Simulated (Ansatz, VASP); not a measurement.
Nb: VASP beside Ansatz

POSCAR

```
Nb
1.0
   -1.6588161900      1.6588161900      1.6588161900
    1.6588161900     -1.6588161900      1.6588161900
    1.6588161900      1.6588161900     -1.6588161900
Nb
1
Direct
    0.0000000000      0.0000000000      0.0000000000
```

The input INCAR.step1:

```
SYSTEM = Nb
PREC     = Accurate       ! precision mode
ENCUT    = 520            ! plane-wave cutoff, eV
ISMEAR   = 0              ! smearing method
SIGMA    = 0.1            ! smearing width, eV
LREAL    = .False.        ! projectors in reciprocal space
LASPH    = .True.         ! aspherical terms in the spheres
NELM     = 100            ! most SCF steps
NBANDS   = 12             ! bands
GGA      = PE             ! functional
ALGO     = Normal         ! electronic algorithm
EDIFF    = 1E-4           ! SCF threshold, eV
LWAVE    = .True.         ! write WAVECAR
LCHARG   = .False.        ! write CHGCAR
```

File INCAR.step2:

```
SYSTEM = Nb
PREC     = Accurate       ! precision mode
ENCUT    = 520            ! plane-wave cutoff, eV
EDIFF    = 1E-6           ! SCF threshold, eV
ISMEAR   = 0              ! smearing method
SIGMA    = 0.1            ! smearing width, eV
LREAL    = .False.        ! projectors in reciprocal space
LASPH    = .True.         ! aspherical terms in the spheres
NELM     = 100            ! most SCF steps
ALGO     = Normal         ! electronic algorithm
ISIF     = 2              ! what is computed and relaxed
LWAVE    = .False.        ! write WAVECAR
LCHARG   = .False.        ! write CHGCAR
METAGGA  = R2SCAN         ! meta-GGA
LMIXTAU  = .True.       
NBANDS   = 12             ! bands
ISTART   = 1
```

The input KPOINTS:

```
regular mesh
0
Gamma
  8 8 8
  0 0 0
```

Input for Ansatz:

```yaml
crystal:
  lattice:
    - [-1.65881619, 1.65881619, 1.65881619]
    - [1.65881619, -1.65881619, 1.65881619]
    - [1.65881619, 1.65881619, -1.65881619]
  atoms:
    - { symbol: Nb, position: [0.0, 0.0, 0.0] }
basis:
  ecutwfc: 600.0
kpoints:
  mp_grid: { grid: [8, 8, 8] }
hamiltonian:
  xc: r2scan
  pseudopotentials: { kind: paw, azcp: { folder: soft_1 } }
scf:
  occupations: { method: gaussian, width: 0.1 }
output:
  forces: true
  stress: true
  eigenvalues: true
```

Alike in both runs: task single point; functional r2SCAN; k mesh 8 × 8 × 8; occupations gaussian, width 0.1 eV; no spin polarisation.

|  | VASP | Ansatz |
| --- | --- | --- |
| version | VASP 6.6.1 | Ansatz 0.2.0 |
| potentials or method | VASP PAW PBE potentials, release 64 (Nb_sv), cutoff 520 eV | scalar-relativistic, plane waves, PAW |
| valence electrons in the cell | 13 | 13 |

|  | VASP | Ansatz | Ansatz less VASP |
| --- | --- | --- | --- |
| gap on the k mesh at the Fermi level (eV) | none | none | - |
| pressure (GPa) | -2.3 | -2.0 | +0.29 |

VASP's potentials were made for PBE, not for r2SCAN. A gap of «none» marks a metal or a gap that the smearing closes. With one functional, cell and mesh, what is left measures potentials, basis and numerics.
